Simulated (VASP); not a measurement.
# MnB3Ir (P6/mmm) in VASP: single point with PBE

Aim: the single point of MnB3Ir with PBE.

Everything below comes from runs of VASP 6.6.1. Logs are shortened: lines on timing, memory, paths and dates and some standing lists are left out, and cuts for length are marked.

**1. The cell of the first run**

The structure is hexagonal, space group P6/mmm (No. 191). The conventional cell has a = 3.912 Å, b = 3.912 Å, c = 4.562 Å, α = 90.00°, β = 90.00°, γ = 120.00°. Within 2.6 Å of Mn (site symmetry 6/mmm) lie 6 B at 1.96 Å and 2 Ir at 2.28 Å. B (site symmetry mmm) has 4 B at 1.96 Å and 2 Mn at 1.96 Å within 2.6 Å. Ir (site symmetry 6/mmm) has 2 Mn at 2.28 Å and 12 B at 3.00 Å within 3.1 Å.

The cell was built from a structure type or drawn by symmetry, and may not be a known phase.

**2. Single point, PBE**

Input file INCAR:

```
  PREC = Accurate
  ENCUT = 600
  EDIFF = 1E-6
  ISMEAR = 0
  SIGMA = 0.1
  LREAL = False
  LASPH = True
  NELM = 120
  ALGO = Normal
  ISIF = 2
  LWAVE = False
  LCHARG = False
  GGA = PE
  NBANDS = 28
  GGA_COMPAT = False
```

Input file KPOINTS:

```
regular mesh
0
Gamma
  12 12 8
```

Input file POSCAR:

```
MnB3Ir
1.0
    3.9119733188      0.0000000000      0.0000000000
   -1.9559866594      3.3878682730      0.0000000000
    0.0000000000      0.0000000000      4.5620026706
Mn B Ir
1 3 1
Direct
    0.0000000000      0.0000000000      0.0000000000
    0.5000000000      0.0000000000      0.0000000000
    0.0000000000      0.5000000000      0.0000000000
    0.5000000000      0.5000000000      0.0000000000
    0.0000000000      0.0000000000      0.5000000000
```

Potentials or basis: VASP PAW PBE potentials, release 64 (Mn_sv, B, Ir_sv_GW).

The run is started by

```console
> cat potpaw_PBE.64/Mn_sv/POTCAR potpaw_PBE.64/B/POTCAR potpaw_PBE.64/Ir_sv_GW/POTCAR > POTCAR
> mpirun -np 1 vasp_std > vasp.out
```

OUTCAR:

```text
PREC = Accurate
   ENCUT = 600
   EDIFF = 1E-6
   ISMEAR = 0
   LREAL = False
   LASPH = True
   NELM = 120
   ISIF = 2
   GGA = PE

 ion  position               nearest neighbor table
   1  0.000  0.000  0.000-   3 1.96   4 1.96   3 1.96   4 1.96   2 1.96   2 1.96   5 2.28   5 2.28

   2  0.500  0.000  0.000-   3 1.96   4 1.96   4 1.96   3 1.96   1 1.96   1 1.96
   3  0.000  0.500  0.000-   1 1.96   2 1.96   1 1.96   2 1.96   4 1.96   4 1.96
   4  0.500  0.500  0.000-   1 1.96   2 1.96   2 1.96   1 1.96   3 1.96   3 1.96
   5  0.000  0.000  0.500-   1 2.28   1 2.28

  LATTYP: Found a hexagonal cell.
 ALAT       =     3.9119733188
 C/A-ratio  =     1.1661640555

  Lattice vectors:

 A1 = (   3.9119733188,   0.0000000000,   0.0000000000)
 A2 = (  -1.9559866594,   3.3878682730,   0.0000000000)
 A3 = (   0.0000000000,   0.0000000000,   4.5620026706)

Analysis of symmetry for initial positions (statically):
=====================================================================
 Subroutine PRICEL returns:
 Original cell was already a primitive cell.

 Routine SETGRP: Setting up the symmetry group for a
 hexagonal supercell.

 Subroutine GETGRP returns: Found 24 space group operations
 (whereof 24 operations were pure point group operations)
 out of a pool of 24 trial point group operations.

The static configuration has the point symmetry D_6h.

Analysis of symmetry for dynamics (positions and initial velocities):
=====================================================================
 Subroutine PRICEL returns:
 Original cell was already a primitive cell.

 Routine SETGRP: Setting up the symmetry group for a
 hexagonal supercell.

 Subroutine GETGRP returns: Found 24 space group operations
 (whereof 24 operations were pure point group operations)
 out of a pool of 24 trial point group operations.

The dynamic configuration has the point symmetry D_6h.

 Subroutine INISYM returns: Found 24 space group operations
 (whereof 24 operations are pure point group operations),
 and found     1 'primitive' translations

----------------------------------------------------------------------------------------

                                     Primitive cell

  volume of cell :      60.4614

  direct lattice vectors                    reciprocal lattice vectors
     3.911973319  0.000000000  0.000000000     0.255625465  0.147585431  0.000000000
    -1.955986659  3.387868273  0.000000000     0.000000000  0.295170862  0.000000000
     0.000000000  0.000000000  4.562002671     0.000000000  0.000000000  0.219201976

  length of vectors
[... 92 lines left out ...]
   IBRION =     -1    ionic relax: 0-MD 1-quasi-New 2-CG
   NFREE  =      0    steps in history (QN), initial steepest desc. (CG)
   ISIF   =      2    stress and relaxation
   ISYM   =      2    0-nonsym 1-usesym 2-fastsym
   POTIM  = 0.5000    time-step for ionic-motion
   TEBEG  =    0.0;   TEEND  =   0.0 temperature during run
   PSTRESS=    0.0 pullay stress
   NELECT =      41.0000    total number of electrons
   NUPDOWN=      -1.0000    fix difference up-down
   EMIN   =  10.00;   EMAX   =-10.00  energy-range for DOS
   EFERMI =   0.00;   METHOD = LEGACY
   ISMEAR =     0;   SIGMA  =   0.10  broadening in eV -4-tet -1-fermi 0-gaus
   EFERMI_NEDOS =   21; number of points for ismear=-14 and -15
   IALGO  =     38    algorithm
   IMIX   =      4    mixing-type and parameters
     AMIX     =   0.40;   BMIX     =  1.00
     AMIX_MAG =   1.60;   BMIX_MAG =  1.00
  volume/ion in A,a.u.               =      12.09        81.60
  Fermi-wavevector in a.u.,A,eV,Ry     =   1.438280  2.717955 28.145687  2.068650
  Thomas-Fermi vector in A             =   2.557264
   LORBIT       =      0    0 simple, 1 ext, 2 COOP (PROOUT), +10 PAW based schemes
   GGA     = PE    functional components
   LHFCALC =     F    Hartree Fock is set to
   AEXX    =    0.0000 exact exchange contribution
   IVDW    =     0    specifies the selected vdW correction
   LEPSILON=     F    determine dielectric tensor
   LRPA    =     F    only Hartree local field effects (RPA)
 non-spin polarized calculation
 Gauss-broadening in eV      SIGMA  =   0.10
  energy-cutoff  :      600.00
  volume of cell :       60.46
 maximum number of plane-waves:      2046
 NGX is ok and might be reduce to    32
   NGX = 15   NGY = 15   NGZ = 19

 number of electron      40.9999998 magnetization

 Free energy of the ion-electron system (eV)
  ---------------------------------------------------
  ext. energy  EPLUGINS =         0.00000000
  ---------------------------------------------------
  free energy    TOTEN  =       -34.07727033 eV

  energy without entropy =      -34.05597919  energy(sigma->0) =      -34.06662476

 E-fermi :   6.4057     XC(G=0): -11.4856

 val. band max:        6.4036517529   @ k =   0.3333   0.0833   0.0000
 cond. band min:       6.4097666909   @ k =   0.4167   0.0833   0.3750
 fundamental gap:      0.0061149380
 Fermi energy:         6.4056730447

 k-point     1 :       0.0000    0.0000    0.0000
  band No.  band energies     occupation
      1     -85.1732      2.00000
      2     -72.8660      2.00000
      3     -42.9450      2.00000
      4     -41.7698      2.00000
      5     -41.7698      2.00000
      6     -41.6107      2.00000
[... 733 lines left out ...]
     27      12.5308      0.00000
     28      12.7225      0.00000

 [... further k-points ...]

------------------------ aborting loop because EDIFF is reached ----------------------------------------

  FORCE on cell =-STRESS in cart. coord.  units (eV):
  Direction    XX          YY          ZZ          XY          YZ          ZX
  --------------------------------------------------------------------------------------
  -------------------------------------------------------------------------------------
  Total       -0.3742384     -0.3742384     -0.3271038      0.0000000     -0.0000000     -0.0000000
  in kB       -9.9170148     -9.9170148     -8.6679855      0.0000000     -0.0000000     -0.0000000
  external PRESSURE =      -9.5006717 kB  Pullay stress =       0.0000000 kB

 VOLUME and BASIS-vectors are now :
 -----------------------------------------------------------------------------
  energy-cutoff  :      600.00
  volume of cell :       60.46
      direct lattice vectors                 reciprocal lattice vectors
     3.911973319  0.000000000  0.000000000     0.255625465  0.147585431  0.000000000
    -1.955986659  3.387868273  0.000000000     0.000000000  0.295170862  0.000000000
     0.000000000  0.000000000  4.562002671     0.000000000  0.000000000  0.219201976

 POSITION                                       TOTAL-FORCE (eV/Angst)
 -----------------------------------------------------------------------------------
      0.00000      0.00000      0.00000        -0.000000      0.000000      0.000000
      1.95599      0.00000      0.00000         0.000000      0.000000      0.000000
     -0.97799      1.69393      0.00000         0.000000      0.000000      0.000000
      0.97799      1.69393      0.00000         0.000000      0.000000      0.000000
      0.00000      0.00000      2.28100        -0.000000      0.000000      0.000000
 -----------------------------------------------------------------------------------
    total drift:                                0.000000      0.000000     -0.000000

  FREE ENERGIE OF THE ION-ELECTRON SYSTEM (eV)
  ---------------------------------------------------
  free  energy   TOTEN  =       -34.0772703321 eV

  energy  without entropy=      -34.0559791856  energy(sigma->0) =      -34.06662476
```

OSZICAR:

```text
N       E                     dE             d eps       ncg     rms          rms(c)
DAV:   1     0.584865650344E+03    0.58487E+03   -0.24638E+04  5808   0.182E+03
DAV:   2     0.796043198668E+01   -0.57691E+03   -0.56129E+03  5384   0.598E+02
DAV:   3    -0.397783298076E+02   -0.47739E+02   -0.45842E+02  7736   0.178E+02
DAV:   4    -0.435722792416E+02   -0.37939E+01   -0.37339E+01  9772   0.434E+01
DAV:   5    -0.436585684166E+02   -0.86289E-01   -0.85761E-01  7100   0.613E+00    0.632E+01
DAV:   6    -0.439309030802E+02   -0.27233E+00   -0.22937E+02  7588   0.681E+01    0.803E+01
DAV:   7    -0.359882387579E+02    0.79427E+01   -0.22111E+01  7736   0.478E+01    0.390E+01
DAV:   8    -0.422123293005E+02   -0.62241E+01   -0.53775E+01  7880   0.118E+02    0.532E+01
DAV:   9    -0.352698639078E+02    0.69425E+01   -0.29461E+01  8084   0.567E+01    0.750E+00
DAV:  10    -0.340748553819E+02    0.11950E+01   -0.66027E+00  8304   0.148E+01    0.385E+00
DAV:  11    -0.340891070959E+02   -0.14252E-01   -0.31975E-01  8296   0.669E+00    0.244E+00
DAV:  12    -0.340775276797E+02    0.11579E-01   -0.39584E-02  9300   0.296E+00    0.900E-01
DAV:  13    -0.340793448284E+02   -0.18171E-02   -0.53330E-03  7308   0.133E+00    0.548E-01
DAV:  14    -0.340773479028E+02    0.19969E-02   -0.48723E-03  8268   0.123E+00    0.268E-01
DAV:  15    -0.340772848484E+02    0.63054E-04   -0.31343E-04  7804   0.181E-01    0.604E-02
DAV:  16    -0.340772751956E+02    0.96529E-05   -0.21955E-05  8376   0.568E-02    0.272E-02
DAV:  17    -0.340772705693E+02    0.46262E-05   -0.15046E-05  7404   0.421E-02    0.166E-02
DAV:  18    -0.340772703321E+02    0.23722E-06   -0.11811E-06  3480   0.229E-02
   1 F= -.34077270E+02 E0= -.34066625E+02  d E =-.212911E-01
```

It took 3.8 min on 1 thread of Intel Xeon Platinum 8375C at 2.90GHz (Ice Lake), shared host; peak memory 0.34 GiB.

What came out:

| Quantity | Value |
| --- | --- |
| Free energy | -34.0773 eV |
| Pressure | -1.0 GPa |
| Band gap on the k mesh | zero (an odd number of electrons rules out a gap without spin polarisation) |

Levels at points of the mesh, in eV from the Fermi level:
```csv
k point,band 19,band 20,band 21,band 22,band 23,band 24
"(0.00, 0.00, 0.00)",-2.21,-0.80,-0.80,1.24,1.24,4.02
"(0.50, 0.00, 0.00)",-0.19,0.55,0.94,1.01,1.20,2.44
"(0.00, 0.00, 0.50)",-1.33,-1.33,-1.28,0.05,0.05,3.71
"(0.50, 0.00, 0.50)",-1.09,-0.37,-0.19,0.02,1.00,1.43
```

Caveat: spin-orbit coupling is left out, which moves the levels of the heavy elements; the run has no spin polarisation, though such a crystal can be magnetic. Spin polarisation is off, so any magnetic state and its effect on volume and gap are missing.
